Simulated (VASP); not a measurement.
# AlN (P6_3/mmc) in VASP: a series of runs

Runs on AlN. Level: PBEsol. Tasks: single point.

All numbers are computed with VASP 6.6.1; they aren't measurements. Logs are shortened: lines on timing, memory, paths and dates and some standing lists are left out, and cuts for length are marked.

### 1 The cell of the first run

The structure is hexagonal, space group P6_3/mmc (No. 194). The conventional cell has a = 3.080 Å, b = 3.080 Å, c = 4.185 Å, α = 90.00°, β = 90.00°, γ = 120.00°. Al (site symmetry -6m2) has 5 N at 1.78 to 2.09 Å within 2.4 Å. Within 2.4 Å of N (site symmetry -6m2) lie 5 Al at 1.78 to 2.09 Å.

### 2 Single point, PBEsol (volume 8.597 Å^3 an atom, c/a of the conventional cell 1.3587)

INCAR

```
SYSTEM = AlN
PREC = Accurate
ENCUT = 520
EDIFF = 1E-6
ISMEAR = 0
SIGMA = 0.05
LREAL = .False.
LASPH = .True.
NELM = 100
ALGO = Normal
ISIF = 2
LWAVE = .False.
LCHARG = .False.
GGA = PS
NBANDS = 16
```

KPOINTS

```
Automatic mesh
0
Gamma
  9 9 6
  0 0 0
```

POSCAR

```
AlN
1.0
    3.0802377352      0.0000000000      0.0000000000
   -1.5401188676      2.6675641284      0.0000000000
    0.0000000000      0.0000000000      4.1851190108
Al N
2 2
Direct
    0.3333333333      0.6666666667      0.7500000000
    0.6666666667      0.3333333333      0.2500000000
    0.3333333333      0.6666666667      0.2500000000
    0.6666666667      0.3333333333      0.7500000000
```

Potentials or basis: VASP PAW PBE potentials, release 64 (Al, N).

Command:

```sh
$ cat potpaw_PBE.64/Al/POTCAR potpaw_PBE.64/N/POTCAR > POTCAR
$ mpirun -np 1 vasp_std > vasp.out
```

OUTCAR:

```text
SYSTEM = AlN
   PREC = Accurate
   ENCUT = 520
   EDIFF = 1E-6
   ISMEAR = 0
   LREAL = .False.
   LASPH = .True.
   NELM = 100
   ISIF = 2
   GGA = PS

 ion  position               nearest neighbor table
   1  0.333  0.667  0.750-   4 1.78   4 1.78   4 1.78   3 2.09   3 2.09   2 2.75   2 2.75   2 2.75
                             2 2.75   2 2.75   2 2.75
   2  0.667  0.333  0.250-   3 1.78   3 1.78   3 1.78   4 2.09   4 2.09   1 2.75   1 2.75   1 2.75
                             1 2.75   1 2.75   1 2.75
   3  0.333  0.667  0.250-   2 1.78   2 1.78   2 1.78   1 2.09   1 2.09
   4  0.667  0.333  0.750-   1 1.78   1 1.78   1 1.78   2 2.09   2 2.09

  LATTYP: Found a hexagonal cell.
 ALAT       =     3.0802377352
 C/A-ratio  =     1.3587000000

  Lattice vectors:

 A1 = (   3.0802377352,   0.0000000000,   0.0000000000)
 A2 = (  -1.5401188676,   2.6675641284,   0.0000000000)
 A3 = (   0.0000000000,   0.0000000000,   4.1851190108)

Analysis of symmetry for initial positions (statically):
=====================================================================
 Subroutine PRICEL returns:
 Original cell was already a primitive cell.

 Routine SETGRP: Setting up the symmetry group for a
 hexagonal supercell.

 Subroutine GETGRP returns: Found 24 space group operations
 (whereof 12 operations were pure point group operations)
 out of a pool of 24 trial point group operations.

The static configuration has the point symmetry D_3d.
 The point group associated with its full space group is D_6h.

Analysis of symmetry for dynamics (positions and initial velocities):
=====================================================================
 Subroutine PRICEL returns:
 Original cell was already a primitive cell.

 Routine SETGRP: Setting up the symmetry group for a
 hexagonal supercell.

 Subroutine GETGRP returns: Found 24 space group operations
 (whereof 12 operations were pure point group operations)
 out of a pool of 24 trial point group operations.

The dynamic configuration has the point symmetry D_3d.
 The point group associated with its full space group is D_6h.

 Subroutine INISYM returns: Found 24 space group operations
 (whereof 12 operations are pure point group operations),
 and found     1 'primitive' translations

----------------------------------------------------------------------------------------

                                     Primitive cell

  volume of cell :      34.3880

  direct lattice vectors                    reciprocal lattice vectors
     3.080237735  0.000000000  0.000000000     0.324650266  0.187436918  0.000000000
    -1.540118868  2.667564128  0.000000000     0.000000000  0.374873837  0.000000000
     0.000000000  0.000000000  4.185119011     0.000000000  0.000000000  0.238941831

  length of vectors
     3.080237735  3.080237735  4.185119011     0.374873837  0.374873837  0.238941831

  position of ions in fractional coordinates (direct lattice)
     0.333333333  0.666666667  0.750000000
     0.666666667  0.333333333  0.250000000
     0.333333333  0.666666667  0.250000000
     0.666666667  0.333333333  0.750000000

  ion indices of the primitive-cell ions
   primitive index   ion index
                 1           1
                 2           2
                 3           3
                 4           4

----------------------------------------------------------------------------------------

 KPOINTS: Automatic mesh

Automatic generation of k-mesh.
 Grid dimensions read from file:
 generate k-points for:    9    9    6

 Generating k-lattice:

  Cartesian coordinates                     Fractional coordinates (reciprocal lattice)
     0.036072252  0.020826324  0.000000000     0.111111111  0.000000000  0.000000000
     0.000000000  0.041652649  0.000000000     0.000000000  0.111111111  0.000000000
     0.000000000  0.000000000  0.039823639     0.000000000  0.000000000  0.166666667

  Length of vectors
     0.041652649  0.041652649  0.039823639

  Shift w.r.t. Gamma in fractional coordinates (k-lattice)
     0.000000000  0.000000000  0.000000000

 Subroutine IBZKPT returns following result:
 ===========================================

 Found     48 irreducible k-points:

 Following reciprocal coordinates:
            Coordinates               Weight
  0.000000  0.000000  0.000000      1.000000
  0.111111 -0.000000  0.000000      6.000000
  0.222222 -0.000000  0.000000      6.000000
  0.333333 -0.000000  0.000000      6.000000
  0.444444 -0.000000  0.000000      6.000000
  0.111111  0.111111  0.000000      6.000000
[... 16 lines left out ...]
  0.333333  0.222222  0.166667     24.000000
  0.333333  0.333333  0.166667      4.000000
 [... further k-points ...]
   k-points           NKPTS =     48   k-points in BZ     NKDIM =     48   number of bands    NBANDS=     16
   number of dos      NEDOS =    301   number of ions     NIONS =      4
   total plane-waves  NPLWV =  18432
   dimension x,y,z NGX =    24 NGY =   24 NGZ =   32
   dimension x,y,z NGXF=    48 NGYF=   48 NGZF=   64
   ions per type =               2   2
   NGX,Y,Z   is equivalent  to a cutoff of  12.95, 12.95, 12.71 a.u.
   NGXF,Y,Z  is equivalent  to a cutoff of  25.91, 25.91, 25.42 a.u.
 SYSTEM =  AlN
   PREC   = accura    normal or accurate (medium, high low for compatibility)
   ISTART =      0    job   : 0-new  1-cont  2-samecut
   ICHARG =      2    charge: 1-file 2-atom 10-const
   ISPIN  =      1    spin polarized calculation?
   LNONCOLLINEAR =      F non collinear calculations
   LSORBIT =      F    spin-orbit coupling
   LASPH  =      T    aspherical Exc in radial PAW
   ENCUT  =  520.0 eV  38.22 Ry    6.18 a.u.   5.73  5.73  7.78*2*pi/ulx,y,z
   NELM   =    100;   NELMIN=  2; NELMDL= -5     # of ELM steps
   EDIFF  = 0.1E-05   stopping-criterion for ELM
   LREAL  =      F    real-space projection
   EDIFFG = 0.1E-04   stopping-criterion for IOM
   NSW    =      0    number of steps for IOM
   IBRION =     -1    ionic relax: 0-MD 1-quasi-New 2-CG
   NFREE  =      0    steps in history (QN), initial steepest desc. (CG)
   ISIF   =      2    stress and relaxation
   ISYM   =      2    0-nonsym 1-usesym 2-fastsym
   POTIM  = 0.5000    time-step for ionic-motion
   TEBEG  =    0.0;   TEEND  =   0.0 temperature during run
   PSTRESS=    0.0 pullay stress
   NELECT =      16.0000    total number of electrons
   NUPDOWN=      -1.0000    fix difference up-down
   EMIN   =  10.00;   EMAX   =-10.00  energy-range for DOS
   EFERMI =   0.00;   METHOD = LEGACY
   ISMEAR =     0;   SIGMA  =   0.05  broadening in eV -4-tet -1-fermi 0-gaus
   EFERMI_NEDOS =   21; number of points for ismear=-14 and -15
   IALGO  =     38    algorithm
   IMIX   =      4    mixing-type and parameters
     AMIX     =   0.40;   BMIX     =  1.00
     AMIX_MAG =   1.60;   BMIX_MAG =  1.00
  volume/ion in A,a.u.               =       8.60        58.02
  Fermi-wavevector in a.u.,A,eV,Ry     =   1.268564  2.397239 21.895252  1.609256
  Thomas-Fermi vector in A             =   2.401652
   LORBIT       =      0    0 simple, 1 ext, 2 COOP (PROOUT), +10 PAW based schemes
   GGA     = PS    functional components
   LHFCALC =     F    Hartree Fock is set to
   AEXX    =    0.0000 exact exchange contribution
   IVDW    =     0    specifies the selected vdW correction
   LEPSILON=     F    determine dielectric tensor
   LRPA    =     F    only Hartree local field effects (RPA)
 non-spin polarized calculation
 Gauss-broadening in eV      SIGMA  =   0.05
  energy-cutoff  :      520.00
  volume of cell :       34.39
 maximum number of plane-waves:       940
 NGX is ok and might be reduce to    24
   NGX = 11   NGY = 11   NGZ = 15

 number of electron      15.9999993 magnetization

 Free energy of the ion-electron system (eV)
  ---------------------------------------------------
  ext. energy  EPLUGINS =         0.00000000
  ---------------------------------------------------
  free energy    TOTEN  =       -30.22366127 eV

  energy without entropy =      -30.22366127  energy(sigma->0) =      -30.22366127

 E-fermi :  10.0450     XC(G=0): -12.0195

 val. band max:        9.8157739764   @ k =   0.0000   0.0000   0.0000
 cond. band min:      14.0234436291   @ k =   0.0000   0.0000   0.0000
 fundamental gap:      4.2076696527
 Fermi energy:        10.0449716198

 k-point     1 :       0.0000    0.0000    0.0000
  band No.  band energies     occupation
      1      -8.3279      2.00000
      2      -4.3567      2.00000
      3       1.5781      2.00000
      4       6.1480      2.00000
      5       6.1480      2.00000
      6       7.5753      2.00000
[... 8 lines left out ...]
     15      22.0525      0.00000
     16      22.4075      0.00000

 k-point     2 :       0.1111   -0.0000    0.0000
  band No.  band energies     occupation
      1      -8.1531      2.00000
      2      -4.3109      2.00000
      3       1.7615      2.00000
      4       5.5436      2.00000
      5       5.9259      2.00000
      6       7.0704      2.00000
[... 8 lines left out ...]
     15      21.6668      0.00000
     16      22.3321      0.00000

 k-point     3 :       0.2222   -0.0000    0.0000
  band No.  band energies     occupation
      1      -7.6502      2.00000
      2      -4.2349      2.00000
      3       2.2985      2.00000
      4       4.2165      2.00000
      5       5.4820      2.00000
      6       6.0669      2.00000
[... 8 lines left out ...]
     15      20.7913      0.00000
     16      22.6162      0.00000

 k-point     4 :       0.3333   -0.0000    0.0000
  band No.  band energies     occupation
      1      -6.8986      2.00000
      2      -4.3030      2.00000
      3       2.9720      2.00000
      4       3.1333      2.00000
      5       5.0831      2.00000
      6       5.1139      2.00000
[... 8 lines left out ...]
     15      22.6269      0.00000
     16      23.0152      0.00000
[... 324 lines left out ...]
 k-point    22 :       0.2222    0.2222    0.1667
  band No.  band energies     occupation
      1      -6.3534      2.00000
      2      -4.5166      2.00000
      3       2.6854      2.00000
      4       2.9629      2.00000
      5       5.0041      2.00000
      6       5.1593      2.00000
[... 8 lines left out ...]
     15      22.3377      0.00000
     16      24.1864      0.00000

 k-point    23 :       0.3333    0.2222    0.1667
  band No.  band energies     occupation
      1      -5.6618      2.00000
      2      -4.7594      2.00000
      3       2.2067      2.00000
      4       3.2176      2.00000
      5       4.0804      2.00000
      6       5.7855      2.00000
[... 8 lines left out ...]
     15      22.2978      0.00000
     16      24.4216      0.00000

 k-point    24 :       0.3333    0.3333    0.1667
  band No.  band energies     occupation
      1      -5.1259      2.00000
      2      -5.1259      2.00000
      3       2.1663      2.00000
      4       3.5272      2.00000
      5       3.5272      2.00000
      6       5.6523      2.00000
[... 8 lines left out ...]
     15      22.1585      0.00000
     16      24.3226      0.00000

 [... further k-points ...]
[... 5 lines left out ...]
  --------------------------------------------------------------------------------------
  -------------------------------------------------------------------------------------
  Total       11.5647294     11.5647294      3.5196876      0.0000000      0.0000000      0.0000000
  in kB      538.8143347    538.8143347    163.9863808      0.0000000      0.0000000      0.0000000
  external PRESSURE =     413.8716834 kB  Pullay stress =       0.0000000 kB

 VOLUME and BASIS-vectors are now :
 -----------------------------------------------------------------------------
  energy-cutoff  :      520.00
  volume of cell :       34.39
      direct lattice vectors                 reciprocal lattice vectors
     3.080237735  0.000000000  0.000000000     0.324650266  0.187436918  0.000000000
    -1.540118868  2.667564128  0.000000000     0.000000000  0.374873837  0.000000000
     0.000000000  0.000000000  4.185119011     0.000000000  0.000000000  0.238941831

 POSITION                                       TOTAL-FORCE (eV/Angst)
 -----------------------------------------------------------------------------------
     -0.00000      1.77838      3.13884         0.000000     -0.000000      0.000000
      1.54012      0.88919      1.04628         0.000000      0.000000      0.000000
     -0.00000      1.77838      1.04628        -0.000000      0.000000      0.000000
      1.54012      0.88919      3.13884        -0.000000      0.000000      0.000000
 -----------------------------------------------------------------------------------
    total drift:                               -0.000000      0.000000     -0.000000

  FREE ENERGIE OF THE ION-ELECTRON SYSTEM (eV)
  ---------------------------------------------------
  free  energy   TOTEN  =       -30.2236612711 eV

  energy  without entropy=      -30.2236612711  energy(sigma->0) =      -30.22366127
```

It took 12 s on 1 thread of Intel Xeon 6975P-C, shared host; peak memory 0.15 GiB.

What came out:

```yaml
Free_energy: -30.2237 eV
Pressure: 41.4 GPa
Band_gap_on_the_k_mesh: 4.21 eV, direct
```

Caveat: the PAW data sets were made with another functional, which shifts forces and pressure a little.

### 3 Single point, PBEsol (volume 8.597 Å^3 an atom, c/a of the conventional cell 1.2743)

INCAR

```
SYSTEM = AlN
PREC = Accurate ; ENCUT = 520
EDIFF = 1E-6 ; ISMEAR = 0
SIGMA = 0.05 ; LREAL = .FALSE.
LASPH = .TRUE. ; NELM = 60
ALGO = Normal ; ISIF = 2
LWAVE = .FALSE. ; LCHARG = .TRUE.
GGA = PS ; LELF = .TRUE.
LVHAR = .TRUE. ; NBANDS = 16
```

KPOINTS

```
regular mesh
0
G
  9 9 6
  0 0 0
```

POSCAR

```
AlN
1.0
    3.1467931860      0.0000000000      0.0000000000
   -1.5733965930      2.7252028395      0.0000000000
    0.0000000000      0.0000000000      4.0099585569
Al N
2 2
Direct
    0.3333333333      0.6666666667      0.7500000000
    0.6666666667      0.3333333333      0.2500000000
    0.3333333333      0.6666666667      0.2500000000
    0.6666666667      0.3333333333      0.7500000000
```

Potentials or basis: VASP PAW PBE potentials, release 64 (Al, N).

Command:

```sh
$ cat potpaw_PBE.64/Al/POTCAR potpaw_PBE.64/N/POTCAR > POTCAR
$ mpirun -np 1 vasp_std > vasp.out
```

It took 14 s on 1 thread of Intel Xeon 6975P-C, shared host; peak memory 0.15 GiB.

Results (log left out):

- Free energy: -30.4533 eV
- Pressure: 36.2 GPa
- Band gap on the k mesh: 4.21 eV, indirect (least direct gap 4.25 eV)

Stress tensor (GPa, compression positive):
```
40.33  0.00  0.00
 0.00 40.33  0.00
 0.00  0.00 28.02
```

Levels at points of the mesh, in eV from the valence-band top:
```tsv
k point	band 5	band 6	band 7	band 8	band 9	band 10	band 11	band 12
(0.00, 0.00, 0.00)	-3.73	-1.97	-1.97	0.00	4.25	5.57	8.97	8.97
(0.00, 0.00, 0.50)	-2.89	-2.89	-2.89	-2.89	6.46	6.46	9.06	9.06
```

Caveat: the PAW data sets were made with another functional, which shifts forces and pressure a little.
